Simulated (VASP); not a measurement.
# ZnO in VASP: further runs, part 2 of 2

VASP 6.6.1. Earlier steps stand in the parts before.

## Step 4: Single point, r2SCAN (epitaxial 111 strain -3.8%)

Contents of POSCAR:

```
ZnO
1.0
    0.0991186987      2.1511656889      2.1511656889
    2.1511656889      0.0991186987      2.1511656889
    2.1511656889      2.1511656889      0.0991186987
Zn O
1 1
Direct
    0.0000000000      0.0000000000      0.0000000000
    0.5000000000      0.5000000000      0.5000000000
```

Contents of INCAR.step1:

```
PREC = Accurate ; ENCUT = 1480
ISMEAR = 0 ; SIGMA = 0.01
LREAL = False ; LASPH = True
NELM = 120 ; NBANDS = 16
GGA = PE ; ALGO = Normal
EDIFF = 1E-5 ; LWAVE = True
LCHARG = False ; GGA_COMPAT = False
```

Contents of INCAR.step2:

```
PREC = Accurate ; ENCUT = 1480
EDIFF = 1E-6 ; ISMEAR = 0
SIGMA = 0.01 ; LREAL = False
LASPH = True ; NELM = 120
ALGO = Normal ; ISIF = 2
LWAVE = False ; LCHARG = False
METAGGA = R2SCAN ; LMIXTAU = True
NBANDS = 16 ; ISTART = 1
GGA_COMPAT = False
```

Contents of KPOINTS:

```
Automatic mesh
0
Gamma
  10 10 10
```

Potentials or basis: VASP PAW PBE potentials, release 64 (Zn, O_h).

Command:

```bash
cat potpaw_PBE.64/Zn/POTCAR potpaw_PBE.64/O_h/POTCAR > POTCAR
cp INCAR.step1 INCAR
mpirun -np 1 vasp_std > vasp.out
cp INCAR.step2 INCAR
mpirun -np 1 vasp_std > vasp.out
```

OUTCAR:

```text
PREC = Accurate
   ENCUT = 1480
   EDIFF = 1E-6
   ISMEAR = 0
   LREAL = False
   LASPH = True
   NELM = 120
   ISIF = 2
   METAGGA = R2SCAN
   ISTART = 1

 ion  position               nearest neighbor table
   1  0.000  0.000  0.000-   2 2.10   2 2.10   2 2.10   2 2.10   2 2.10   2 2.10
   2  0.500  0.500  0.500-   1 2.10   1 2.10   1 2.10   1 2.10   1 2.10   1 2.10

  LATTYP: Found a trigonal (rhomboedric) cell.
 ALAT       =     3.0438219657
 COS(alpha) =     0.5454976747

  Lattice vectors:

 A1 = (   0.0991186987,   2.1511656889,   2.1511656889)
 A2 = (   2.1511656889,   0.0991186987,   2.1511656889)
 A3 = (   2.1511656889,   2.1511656889,   0.0991186987)

Analysis of symmetry for initial positions (statically):
=====================================================================
 Subroutine PRICEL returns:
 Original cell was already a primitive cell.

 Routine SETGRP: Setting up the symmetry group for a
 trigonal (rhombohedral) supercell.

 Subroutine GETGRP returns: Found 12 space group operations
 (whereof 12 operations were pure point group operations)
 out of a pool of 12 trial point group operations.

[... 162 lines left out ...]

 E-fermi :   3.5974     XC(G=0): -13.4361

 val. band max:        3.4343150270   @ k =   0.5000   0.5000   0.5000
 cond. band min:       5.1109060735   @ k =   0.0000   0.0000   0.0000
 fundamental gap:      1.6765910465
 Fermi energy:         3.5973874188

 k-point     1 :       0.0000    0.0000    0.0000
  band No.  band energies     occupation
      1     -16.6776      2.00000
      2      -1.7290      2.00000
      3      -1.6508      2.00000
      4      -1.6508      2.00000
      5      -1.4160      2.00000
      6      -1.4160      2.00000
[... 433 lines left out ...]
      3      -2.1022      2.00000
      4      -1.7585      2.00000
      5      -1.3950      2.00000
      6      -1.1687      2.00000
[... 8 lines left out ...]
     15      32.5221      0.00000
     16      32.8548      0.00000

 [... further k-points ...]

------------------------ aborting loop because EDIFF is reached ----------------------------------------

  FORCE on cell =-STRESS in cart. coord.  units (eV):
  Direction    XX          YY          ZZ          XY          YZ          ZX
  --------------------------------------------------------------------------------------
  -------------------------------------------------------------------------------------
  Total        1.3126838      1.3126838      1.3126838     -0.5602486     -0.5602486     -0.5602486
  in kB      113.4750324    113.4750324    113.4750324    -48.4307294    -48.4307294    -48.4307294
  external PRESSURE =     113.4750324 kB  Pullay stress =       0.0000000 kB

 VOLUME and BASIS-vectors are now :
 -----------------------------------------------------------------------------
  energy-cutoff  :     1480.00
  volume of cell :       18.53
      direct lattice vectors                 reciprocal lattice vectors
     0.099118699  2.151165689  2.151165689    -0.249146233  0.238172042  0.238172042
     2.151165689  0.099118699  2.151165689     0.238172042 -0.249146233  0.238172042
     2.151165689  2.151165689  0.099118699     0.238172042  0.238172042 -0.249146233

 POSITION                                       TOTAL-FORCE (eV/Angst)
 -----------------------------------------------------------------------------------
      0.00000      0.00000      0.00000        -0.000000      0.000000     -0.000000
      2.20073      2.20073      2.20073         0.000000     -0.000000      0.000000
 -----------------------------------------------------------------------------------
    total drift:                                0.000000     -0.000000     -0.000000

  FREE ENERGIE OF THE ION-ELECTRON SYSTEM (eV)
  ---------------------------------------------------
  free  energy   TOTEN  =       -17.8939061981 eV

  energy  without entropy=      -17.8939061981  energy(sigma->0) =      -17.89390620
```

It took 4.3 min on 1 thread of Intel Xeon 6975P-C (Granite Rapids), shared host; peak memory 0.38 GiB.

Results:

| Quantity | Value |
| --- | --- |
| Free energy | -17.8939 eV |
| Pressure | 11.3 GPa |
| Band gap on the k mesh | 1.68 eV (least direct gap 3.14 eV) |

Stress tensor (GPa, compression positive):
```
11.35 -4.84 -4.84
-4.84 11.35 -4.84
-4.84 -4.84 11.35
```

Levels at points of the mesh, in eV from the valence-band top:
| k point | band 7 | band 8 | band 9 | band 10 | band 11 | band 12 |
| --- | --- | --- | --- | --- | --- | --- |
| (0.00, 0.00, 0.00) | -2.08 | -1.46 | -1.46 | 1.68 | 17.82 | 18.98 |
| (0.50, 0.00, 0.00) | -3.68 | -0.09 | -0.07 | 5.96 | 10.62 | 13.39 |
| (0.50, 0.50, 0.00) | -4.16 | -3.51 | -2.90 | 5.17 | 11.81 | 12.11 |
| (0.50, 0.50, 0.50) | -3.95 | 0.00 | 0.00 | 6.83 | 9.77 | 15.09 |

Caveat: the cell differs from its parent crystal (epitaxial 111 strain -3.8%); the cell stands under pressure; the structure was generated, so it needn't be the stable form of ZnO; the PAW data sets were made with another functional, which shifts forces and pressure a little. A k mesh can miss the band edges.

## Step 5: Single point, PBE (shear xy strain +1.8%)

Contents of INCAR:

```
ALGO = Normal ; EDIFF = 1E-6
ENCUT = 1340 ; GGA = PE
GGA_COMPAT = False ; ISIF = 2
ISMEAR = -1 ; LASPH = True
LCHARG = True ; LELF = True
LREAL = False ; LVHAR = True
LWAVE = False ; NBANDS = 16
NELM = 120 ; PREC = Accurate
SIGMA = 0.02
```

Contents of KPOINTS:

```
k-points
0
Gamma
  10 10 10
```

Contents of POSCAR:

```
ZnO
1.0
    0.0187771795      2.1337703963      2.1337703963
    2.1337703963      0.0187771795      2.1337703963
    2.1525475758      2.1525475758      0.0000000000
Zn O
1 1
Direct
    0.0000000000      0.0000000000      0.0000000000
    0.5000000000      0.5000000000      0.5000000000
```

Command:

```bash
cat potpaw_PBE.64/Zn/POTCAR potpaw_PBE.64/O_h/POTCAR > POTCAR
mpirun -np 1 vasp_std > vasp.out
```

Run time: 61 s. Hardware: 1 thread of Intel Xeon 6975P-C (Granite Rapids), shared host; peak memory 0.36 GiB.

The run converged. Its results:

```
Free energy            : -8.6106 eV
Pressure               : 9.0 GPa
Band gap on the k mesh : 0.91 eV (least direct gap 2.25 eV)
```

Stress tensor (GPa, compression positive):
```
 8.98 -1.47  0.00
-1.47  8.98  0.00
 0.00  0.00  8.93
```

Levels at points of the mesh, in eV from the valence-band top:
| k point | band 7 | band 8 | band 9 | band 10 | band 11 | band 12 |
| --- | --- | --- | --- | --- | --- | --- |
| (0.00, 0.00, 0.00) | -1.48 | -1.41 | -1.34 | 0.91 | 17.77 | 18.03 |
| (0.50, 0.00, 0.00) | -3.60 | -0.02 | -0.02 | 5.37 | 9.22 | 12.65 |
| (0.50, 0.50, 0.00) | -4.02 | -2.97 | -2.75 | 4.24 | 10.71 | 11.29 |
| (0.00, 0.00, 0.50) | -3.65 | -0.01 | 0.00 | 5.50 | 9.07 | 12.90 |
| (0.50, 0.00, 0.50) | -4.02 | -2.86 | -2.86 | 4.25 | 10.70 | 11.28 |

Caveat: the cell differs from its parent crystal (shear xy strain +1.8%); the cell stands under pressure; the structure was generated, so it needn't be the stable form of ZnO.

## Step 6: The runs side by side

| level | cell | cutoff (eV) | smearing | gap on the mesh (eV) | pressure (GPa) |
| --- | --- | --- | --- | --- | --- |
| PBE | a = 3.044 Å, angles 56.9°, 2 atoms | 1340 | fermi-dirac 0.02 eV | 1.03 | 19.4 |
| r2SCAN | a = 3.018, b = 3.018, c = 3.044 Å, angles 59.7, 59.7, 59.4°, 2 atoms | 1480 | gaussian 0.01 eV | 1.54 | 1.2 |
| r2SCAN | a = 3.044 Å, angles 56.9°, 2 atoms | 1480 | gaussian 0.01 eV | 1.68 | 11.3 |
| PBE | a = 3.018, b = 3.018, c = 3.044 Å, angles 59.7, 59.7, 59.4°, 2 atoms | 1340 | fermi-dirac 0.02 eV | 0.91 | 9.0 |

Alike in all rows: task single point; potentials or basis VASP PAW PBE potentials, release 64 (Zn, O_h); no spin polarisation; k mesh 10 × 10 × 10.

Caveats: the structure was generated, so it needn't be the stable form of ZnO; the cell stands under pressure (at least some runs); the PAW data sets were made with another functional, which shifts forces and pressure a little (at least some runs).

Total energies depend on the potentials used, so only differences within one code and one set of settings carry meaning.
